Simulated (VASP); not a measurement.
# VSi2 (P6_222) in VASP: single point with PBE

Aim: the single point of VSi2 with PBE.

Everything below comes from runs of VASP 6.6.1. Logs are shortened: lines on timing, memory, paths and dates and some standing lists are left out, and cuts for length are marked.

## Step 1: The cell of the first run

The structure is hexagonal, space group P6_222 (No. 180). The conventional cell has a = 4.567 Å, b = 4.567 Å, c = 6.362 Å, α = 90.00°, β = 90.00°, γ = 120.00°. V (site symmetry 222) has 10 Si at 2.51 to 2.67 Å and 4 V at 3.12 Å within 3.3 Å. Si (site symmetry 2) has 9 Si at 2.48 to 3.16 Å and 5 V at 2.51 to 2.67 Å within 3.3 Å.

## Step 2: Single point, PBE

The input, INCAR:

```
ALGO = Normal
EDIFF = 1E-6
ENCUT = 520
GGA = PE
ISIF = 2
ISMEAR = 1
LASPH = T
LCHARG = F
LREAL = F
LWAVE = F
NBANDS = 42
NELM = 100
PREC = Accurate
SIGMA = 0.1
```

The input, KPOINTS:

```
k-points
0
Gamma
  12 12 8
```

The input, POSCAR:

```
VSi2
1.0
    4.5671791697      0.0000000000      0.0000000000
   -2.2835895849      3.9552931846      0.0000000000
    0.0000000000      0.0000000000      6.3619719383
V Si
3 6
Direct
    0.0000000000      0.5000000000      0.1666666667
    0.5000000000      0.5000000000      0.8333333333
    0.5000000000      0.0000000000      0.5000000000
    0.8373385095      0.6746770189      0.5000000000
    0.1626614905      0.8373385095      0.8333333333
    0.6746770189      0.8373385095      0.1666666667
    0.1626614905      0.3253229811      0.5000000000
    0.8373385095      0.1626614905      0.8333333333
    0.3253229811      0.1626614905      0.1666666667
```

Potentials or basis: VASP PAW PBE potentials, release 64 (V_sv, Si).

Command:

```bash
> cat potpaw_PBE.64/V_sv/POTCAR potpaw_PBE.64/Si/POTCAR > POTCAR
> mpirun -np 1 vasp_std > vasp.out
```

OUTCAR:

```text
EDIFF = 1E-6
   ENCUT = 520
   GGA = PE
   ISIF = 2
   ISMEAR = 1
   LASPH = T
   LREAL = F
   NELM = 100
   PREC = Accurate

 ion  position               nearest neighbor table
   1  0.000  0.500  0.167-   4 2.51   7 2.51   5 2.51   8 2.51   9 2.62   6 2.62   9 2.62   6 2.62
                             6 2.67   9 2.67
   2  0.500  0.500  0.833-   4 2.51   7 2.51   6 2.51   9 2.51   5 2.62   8 2.62   5 2.62   8 2.62
                             8 2.67   5 2.67
   3  0.500  0.000  0.500-   6 2.51   9 2.51   8 2.51   5 2.51   7 2.62   4 2.62   7 2.62   4 2.62
                             7 2.67   4 2.67
   4  0.837  0.675  0.500-   5 2.48   6 2.48   1 2.51   2 2.51   7 2.57   3 2.62   3 2.62   3 2.67
                             7 2.67   7 2.67   9 3.08   8 3.08
   5  0.163  0.837  0.833-   4 2.48   9 2.48   3 2.51   1 2.51   8 2.57   2 2.62   2 2.62   2 2.67
                             8 2.67   8 2.67   7 3.08   6 3.08
   6  0.675  0.837  0.167-   4 2.48   8 2.48   3 2.51   2 2.51   9 2.57   1 2.62   1 2.62   1 2.67
                             9 2.67   9 2.67   7 3.08   5 3.08
   7  0.163  0.325  0.500-   8 2.48   9 2.48   1 2.51   2 2.51   4 2.57   3 2.62   3 2.62   3 2.67
                             4 2.67   4 2.67   6 3.08   5 3.08
   8  0.837  0.163  0.833-   7 2.48   6 2.48   3 2.51   1 2.51   5 2.57   2 2.62   2 2.62   2 2.67
                             5 2.67   5 2.67   4 3.08   9 3.08
   9  0.325  0.163  0.167-   7 2.48   5 2.48   3 2.51   2 2.51   6 2.57   1 2.62   1 2.62   1 2.67
                             6 2.67   6 2.67   4 3.08   8 3.08

  LATTYP: Found a hexagonal cell.
 ALAT       =     4.5671791697
 C/A-ratio  =     1.3929762118

  Lattice vectors:

 A1 = (   4.5671791697,   0.0000000000,   0.0000000000)
 A2 = (  -2.2835895849,   3.9552931846,   0.0000000000)
 A3 = (   0.0000000000,   0.0000000000,   6.3619719383)

Analysis of symmetry for initial positions (statically):
=====================================================================
 Subroutine PRICEL returns:
 Original cell was already a primitive cell.

 Routine SETGRP: Setting up the symmetry group for a
 hexagonal supercell.

 Subroutine GETGRP returns: Found 12 space group operations
 (whereof  4 operations were pure point group operations)
 out of a pool of 24 trial point group operations.

The static configuration has the point symmetry D_2 .
 The point group associated with its full space group is D_6 .

Analysis of symmetry for dynamics (positions and initial velocities):
=====================================================================
 Subroutine PRICEL returns:
 Original cell was already a primitive cell.

 Routine SETGRP: Setting up the symmetry group for a
 hexagonal supercell.

 Subroutine GETGRP returns: Found 12 space group operations
 (whereof  4 operations were pure point group operations)
 out of a pool of 24 trial point group operations.

The dynamic configuration has the point symmetry D_2 .
 The point group associated with its full space group is D_6 .

 Subroutine INISYM returns: Found 12 space group operations
 (whereof  4 operations are pure point group operations),
 and found     1 'primitive' translations

----------------------------------------------------------------------------------------

                                     Primitive cell

  volume of cell :     114.9260

  direct lattice vectors                    reciprocal lattice vectors
     4.567179170  0.000000000  0.000000000     0.218953530  0.126412879  0.000000000
    -2.283589585  3.955293185  0.000000000     0.000000000  0.252825759  0.000000000
     0.000000000  0.000000000  6.361971938     0.000000000  0.000000000  0.157183969

  length of vectors
     4.567179170  4.567179170  6.361971938     0.252825759  0.252825759  0.157183969

  position of ions in fractional coordinates (direct lattice)
     0.000000000  0.500000000  0.166666667
     0.500000000  0.500000000  0.833333333
     0.500000000  0.000000000  0.500000000
     0.837338510  0.674677019  0.500000000
     0.162661490  0.837338510  0.833333333
     0.674677019  0.837338510  0.166666667
     0.162661490  0.325322981  0.500000000
     0.837338510  0.162661490  0.833333333
     0.325322981  0.162661490  0.166666667

  ion indices of the primitive-cell ions
   primitive index   ion index
                 1           1
                 2           2
                 3           3
                 4           4
                 5           5
                 6           6
                 7           7
                 8           8
                 9           9

----------------------------------------------------------------------------------------

 KPOINTS: k-points

Automatic generation of k-mesh.
 Grid dimensions read from file:
 generate k-points for:   12   12    8

 Generating k-lattice:

  Cartesian coordinates                     Fractional coordinates (reciprocal lattice)
     0.018246127  0.010534407  0.000000000     0.083333333  0.000000000  0.000000000
     0.000000000  0.021068813  0.000000000     0.000000000  0.083333333  0.000000000
     0.000000000  0.000000000  0.019647996     0.000000000  0.000000000  0.125000000

  Length of vectors
     0.021068813  0.021068813  0.019647996

  Shift w.r.t. Gamma in fractional coordinates (k-lattice)
     0.000000000  0.000000000  0.000000000

 Subroutine IBZKPT returns following result:
 ===========================================

 Found     95 irreducible k-points:

 Following reciprocal coordinates:
            Coordinates               Weight
  0.000000  0.000000  0.000000      1.000000
  0.083333  0.000000  0.000000      6.000000
  0.166667 -0.000000  0.000000      6.000000
  0.250000  0.000000  0.000000      6.000000
  0.333333 -0.000000  0.000000      6.000000
  0.416667 -0.000000  0.000000      6.000000
[... 16 lines left out ...]
  0.250000  0.000000  0.125000     12.000000
  0.333333 -0.000000  0.125000     12.000000
 [... further k-points ...]
   k-points           NKPTS =     95   k-points in BZ     NKDIM =     95   number of bands    NBANDS=     42
   number of dos      NEDOS =    301   number of ions     NIONS =      9
   total plane-waves  NPLWV =  62208
   dimension x,y,z NGX =    36 NGY =   36 NGZ =   48
   dimension x,y,z NGXF=    72 NGYF=   72 NGZF=   96
   ions per type =               3   6
   NGX,Y,Z   is equivalent  to a cutoff of  13.10, 13.10, 12.54 a.u.
   NGXF,Y,Z  is equivalent  to a cutoff of  26.21, 26.21, 25.09 a.u.
 SYSTEM =  unknown system
   PREC   = accura    normal or accurate (medium, high low for compatibility)
   ISTART =      0    job   : 0-new  1-cont  2-samecut
   ICHARG =      2    charge: 1-file 2-atom 10-const
   ISPIN  =      1    spin polarized calculation?
   LNONCOLLINEAR =      F non collinear calculations
   LSORBIT =      F    spin-orbit coupling
   LASPH  =      T    aspherical Exc in radial PAW
   ENCUT  =  520.0 eV  38.22 Ry    6.18 a.u.   8.49  8.49 11.83*2*pi/ulx,y,z
   NELM   =    100;   NELMIN=  2; NELMDL= -5     # of ELM steps
   EDIFF  = 0.1E-05   stopping-criterion for ELM
   LREAL  =      F    real-space projection
   EDIFFG = 0.1E-04   stopping-criterion for IOM
   NSW    =      0    number of steps for IOM
   IBRION =     -1    ionic relax: 0-MD 1-quasi-New 2-CG
   NFREE  =      0    steps in history (QN), initial steepest desc. (CG)
   ISIF   =      2    stress and relaxation
   ISYM   =      2    0-nonsym 1-usesym 2-fastsym
   POTIM  = 0.5000    time-step for ionic-motion
   TEBEG  =    0.0;   TEEND  =   0.0 temperature during run
   PSTRESS=    0.0 pullay stress
   NELECT =      63.0000    total number of electrons
   NUPDOWN=      -1.0000    fix difference up-down
   EMIN   =  10.00;   EMAX   =-10.00  energy-range for DOS
   EFERMI =   0.00;   METHOD = LEGACY
   ISMEAR =     1;   SIGMA  =   0.10  broadening in eV -4-tet -1-fermi 0-gaus
   EFERMI_NEDOS =   21; number of points for ismear=-14 and -15
   IALGO  =     38    algorithm
   IMIX   =      4    mixing-type and parameters
     AMIX     =   0.40;   BMIX     =  1.00
     AMIX_MAG =   1.60;   BMIX_MAG =  1.00
  volume/ion in A,a.u.               =      12.77        86.17
  Fermi-wavevector in a.u.,A,eV,Ry     =   1.339827  2.531907 24.424328  1.795137
  Thomas-Fermi vector in A             =   2.468188
   LORBIT       =      0    0 simple, 1 ext, 2 COOP (PROOUT), +10 PAW based schemes
   GGA     = PE    functional components
   LHFCALC =     F    Hartree Fock is set to
   AEXX    =    0.0000 exact exchange contribution
   IVDW    =     0    specifies the selected vdW correction
   LEPSILON=     F    determine dielectric tensor
   LRPA    =     F    only Hartree local field effects (RPA)
 non-spin polarized calculation
 Methfessel and Paxton  Order N= 1 SIGMA  =   0.10
  energy-cutoff  :      520.00
  volume of cell :      114.93
 maximum number of plane-waves:      3125
 NGX is ok and might be reduce to    36
   NGX = 17   NGY = 17   NGZ = 23

 number of electron      63.0000015 magnetization

 Free energy of the ion-electron system (eV)
  ---------------------------------------------------
  ext. energy  EPLUGINS =         0.00000000
  ---------------------------------------------------
  free energy    TOTEN  =       -63.88060986 eV

  energy without entropy =      -63.87865942  energy(sigma->0) =      -63.87995971

 E-fermi :  11.2413     XC(G=0): -12.1857

 val. band max:       11.2411863459   @ k =   0.3333   0.3333   0.3750
 cond. band min:      11.2493166885   @ k =   0.3333   0.1667   0.3750
 fundamental gap:      0.0081303425
 Fermi energy:        11.2412511613

 k-point     1 :       0.0000    0.0000    0.0000
  band No.  band energies     occupation
      1     -52.7362      2.00000
      2     -52.7211      2.00000
      3     -52.7211      2.00000
      4     -26.6987      2.00000
      5     -26.6987      2.00000
      6     -26.6809      2.00000
[... 34 lines left out ...]
     41      14.2850      0.00000
     42      14.4064      0.00000
[... 994 lines left out ...]
      2     -52.7248      2.00000
      3     -52.7207      2.00000
      4     -26.7149      2.00000
      5     -26.7000      2.00000
      6     -26.6601      2.00000
[... 34 lines left out ...]
     41      14.4311      0.00000
     42      14.7048      0.00000

 [... further k-points ...]
[... 5 lines left out ...]
  --------------------------------------------------------------------------------------
  -------------------------------------------------------------------------------------
  Total        0.0348380      0.0348380      0.0419666     -0.0000000      0.0000000      0.0000000
  in kB        0.4856752      0.4856752      0.5850545     -0.0000000      0.0000000      0.0000000
  external PRESSURE =       0.5188016 kB  Pullay stress =       0.0000000 kB

 VOLUME and BASIS-vectors are now :
 -----------------------------------------------------------------------------
  energy-cutoff  :      520.00
  volume of cell :      114.93
      direct lattice vectors                 reciprocal lattice vectors
     4.567179170  0.000000000  0.000000000     0.218953530  0.126412879  0.000000000
    -2.283589585  3.955293185  0.000000000     0.000000000  0.252825759  0.000000000
     0.000000000  0.000000000  6.361971938     0.000000000  0.000000000  0.157183969

 POSITION                                       TOTAL-FORCE (eV/Angst)
 -----------------------------------------------------------------------------------
     -1.14179      1.97765      1.06033         0.000000      0.000000      0.000000
      1.14179      1.97765      5.30164         0.000000      0.000000     -0.000000
      2.28359      0.00000      3.18099         0.000000      0.000000      0.000000
      2.28359      2.66855      3.18099         0.000000     -0.002202      0.000000
     -1.16923      3.31192      5.30164         0.001907     -0.001101      0.000000
      1.16923      3.31192      1.06033        -0.001907     -0.001101      0.000000
     -0.00000      1.28675      3.18099        -0.000000      0.002202      0.000000
      3.45282      0.64337      5.30164        -0.001907      0.001101      0.000000
      1.11436      0.64337      1.06033         0.001907      0.001101      0.000000
 -----------------------------------------------------------------------------------
    total drift:                               -0.000000      0.000000      0.000001

  FREE ENERGIE OF THE ION-ELECTRON SYSTEM (eV)
  ---------------------------------------------------
  free  energy   TOTEN  =       -63.8806098603 eV

  energy  without entropy=      -63.8786594224  energy(sigma->0) =      -63.87995971
```

Run time: 5.7 min. Hardware: 1 thread of Intel Xeon Platinum 8259CL at 2.50GHz (Skylake/Cascade Lake), shared host; peak memory 0.46 GiB.

Results:

| Quantity | Value |
| --- | --- |
| Free energy | -63.8806 eV |
| Pressure | 0.1 GPa |
| Band gap on the k mesh | zero (an odd number of electrons rules out a gap without spin polarisation) |

Forces on the atoms (eV/Å):
```
V    0.000  0.000  0.000
V    0.000  0.000  0.000
V    0.000  0.000  0.000
Si   0.000 -0.002  0.000
Si   0.002 -0.001  0.000
Si  -0.002 -0.001  0.000
Si   0.000  0.002  0.000
Si  -0.002  0.001  0.000
Si   0.002  0.001  0.000
```
